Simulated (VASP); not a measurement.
A run of VASP 6.6.1:

Contents of INCAR:

```
SYSTEM = SiO2
PREC     = Accurate       ! precision mode
ENCUT    = 520            ! plane-wave cutoff, eV
EDIFF    = 1E-7           ! SCF threshold, eV
ISMEAR   = 0              ! smearing method
SIGMA    = 0.01           ! smearing width, eV
LREAL    = .FALSE.        ! projectors in reciprocal space
LASPH    = .TRUE.         ! aspherical terms in the spheres
NELM     = 80             ! most SCF steps
ALGO     = Normal         ! electronic algorithm
ISIF     = 2              ! what is computed and relaxed
LWAVE    = .FALSE.        ! write WAVECAR
LCHARG   = .FALSE.        ! write CHGCAR
GGA      = RP             ! functional
NBANDS   = 44             ! bands
```

KPOINTS

```
Automatic mesh
0
G
  4 4 1
  0 0 0
```

Contents of POSCAR:

```
SiO2
1.0
    5.3100000000      0.0000000000      0.0000000000
   -2.6550000000      4.5985948941      0.0000000000
    0.0000000000      0.0000000000     18.0000000000
Si O
4 8
Direct
    0.3333333333      0.6666666667      0.5900000000
    0.6666666667      0.3333333333      0.5900000000
    0.3333333333      0.6666666667      0.4100000000
    0.6666666667      0.3333333333      0.4100000000
    0.3333333333      0.6666666667      0.5000000000
    0.6666666667      0.3333333333      0.5000000000
    0.5000000000      0.0000000000      0.6177777778
    0.0000000000      0.5000000000      0.6177777778
    0.5000000000      0.5000000000      0.6177777778
    0.5000000000      0.0000000000      0.3822222222
    0.0000000000      0.5000000000      0.3822222222
    0.5000000000      0.5000000000      0.3822222222
```

Potentials or basis: VASP PAW PBE potentials, release 64 (Si, O).

Command:

```console
$ cat potpaw_PBE.64/Si/POTCAR potpaw_PBE.64/O/POTCAR > POTCAR
$ mpirun -np 1 vasp_std > vasp.out
```

Hardware: 1 thread of Intel(R) Xeon(R) Platinum 8175M CPU @ 2.50GHz (Skylake/Cascade Lake), with other jobs on the host.

Problem. How long does it take, and how much memory?

Solution. Run time: 2.5 min on 1 thread of Intel(R) Xeon(R) Platinum 8175M CPU @ 2.50GHz (Skylake/Cascade Lake), with other jobs on the host, peak memory 0.5 GiB. Counts: scf iterations 22, k points 4.
